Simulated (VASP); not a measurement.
A run of VASP 6.6.1 is set up as follows.

The input INCAR:

```
SYSTEM = HC16
PREC = Accurate
ENCUT = 520
EDIFF = 1E-7
ISMEAR = 0
SIGMA = 0.02
LREAL = Auto
LASPH = .TRUE.
NELM = 100
ALGO = Normal
ISIF = 2
LWAVE = .FALSE.
LCHARG = .FALSE.
GGA = PS
NBANDS = 46
NELECT = 64.0
```

File KPOINTS:

```
regular mesh
0
G
  3 3 3
  0 0 0
```

The input POSCAR:

```
HC16
1.0
    0.0000000000      3.5700000000      3.5700000000
    3.5700000000      0.0000000000      3.5700000000
    3.5700000000      3.5700000000      0.0000000000
C H
16 1
Direct
   -0.0169964986      0.0277934174     -0.0031245098
    0.1228281513      0.1179816527      0.1317233894
   -0.0088208683      0.0002001401      0.5041051821
    0.1174598039      0.1340004202      0.6216186275
   -0.0079969188      0.4868235294      0.0042750700
    0.1290099440      0.6001063025      0.1405710084
   -0.0127659664      0.5048085434      0.5045169468
    0.1186754902      0.6235460784      0.6270331933
    0.4955516807     -0.0015121849      0.0024413165
    0.6130207283      0.1300201681      0.1297504202
    0.4914824930      0.0031040616      0.5037214286
    0.6172343137      0.1258931373      0.6283446779
    0.4937359944      0.5017491597      0.0016822129
    0.6170883754      0.6229620448      0.1304875350
    0.4920759104      0.4997002801      0.5037837535
    0.6134464986      0.6288577031      0.6270299720
    1.0001418768      0.8043936975     -0.0514900560
```

Potentials or basis: VASP PAW PBE potentials, release 64 (C, H).

The run is started by

```sh
$ cat potpaw_PBE.64/C/POTCAR potpaw_PBE.64/H/POTCAR > POTCAR
$ mpirun -np 1 vasp_std > vasp.out
```

Q: What does it give for the largest force?

A: 0.073 eV/Å.

Forces on the atoms (eV/Å):
```
C    0.001  0.016 -0.008
C   -0.004  0.013 -0.005
C    0.001  0.000 -0.005
C   -0.004 -0.009 -0.005
C    0.002 -0.003  0.001
C    0.008  0.005 -0.004
C    0.010 -0.005 -0.007
C    0.008 -0.004 -0.003
C   -0.003  0.004  0.005
C    0.007 -0.001 -0.015
C    0.001 -0.001 -0.004
C    0.004  0.003  0.000
C   -0.006  0.007  0.008
C    0.008  0.000 -0.001
C   -0.001  0.002 -0.004
C    0.014 -0.005 -0.006
H   -0.047 -0.021  0.051
```

Caveat: the k points lie up to 0.51 Å⁻¹ apart; the cell carries a net charge on a neutralising background, which shifts energy and pressure; the PAW data sets were made with another functional, which shifts forces and pressure a little.
